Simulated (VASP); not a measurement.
Here is a VASP 6.6.1 calculation.

File INCAR:

```
SYSTEM = Ga5N
ALGO     = Normal         ! electronic algorithm
EDIFF    = 1E-6           ! SCF threshold, eV
EDIFFG   = -0.01          ! ionic threshold
ENCUT    = 600            ! plane-wave cutoff, eV
GGA      = PE             ! functional
IBRION   = 2              ! ionic algorithm
ISIF     = 3              ! what is computed and relaxed
ISMEAR   = 0              ! smearing method
LASPH    = .TRUE.         ! aspherical terms in the spheres
LCHARG   = .FALSE.        ! write CHGCAR
LREAL    = .FALSE.        ! projectors in reciprocal space
LWAVE    = .FALSE.        ! write WAVECAR
NELM     = 100            ! most SCF steps
NSW      = 100            ! ionic steps
PREC     = Accurate       ! precision mode
SIGMA    = 0.1            ! smearing width, eV
```

KPOINTS

```
k-points
0
G
  12 12 4
  0 0 0
```

POSCAR

```
Ga5N
1.0
    3.0317774211      0.0000000000      0.0000000000
   -1.5158887105      2.6255962653      0.0000000000
    0.0000000000      0.0000000000     12.3198638030
Ga N
5 1
Direct
    0.0000000000      0.0000000000      0.8940738719
    0.6666666667      0.3333333333      0.6967079108
    0.0000000000      0.0000000000      0.5000000000
    0.6666666667      0.3333333333      0.3032920892
    0.0000000000      0.0000000000      0.1059261281
    0.6666666667      0.3333333333      0.0000000000
```

Potentials or basis: VASP PAW PBE potentials, release 64 (Ga_d, N).

Launch:

```sh
$ cat potpaw_PBE.64/Ga_d/POTCAR potpaw_PBE.64/N/POTCAR > POTCAR
$ mpirun -np 1 vasp_std > vasp.out
```

(1) Predict the relaxed cell.

(2) What does it give for the band gap on the k mesh?

(3) What does it give for the space group after relaxing (to 0.1 Å)?

Results:

(1) a = 3.056 Å, b = 3.056 Å, c = 12.219 Å, α = 90.00°, β = 90.00°, γ = 120.00°.

(2) zero (bands 35 and 36 overlap by 3.45 eV).

(3) P-6m2 (No. 187).
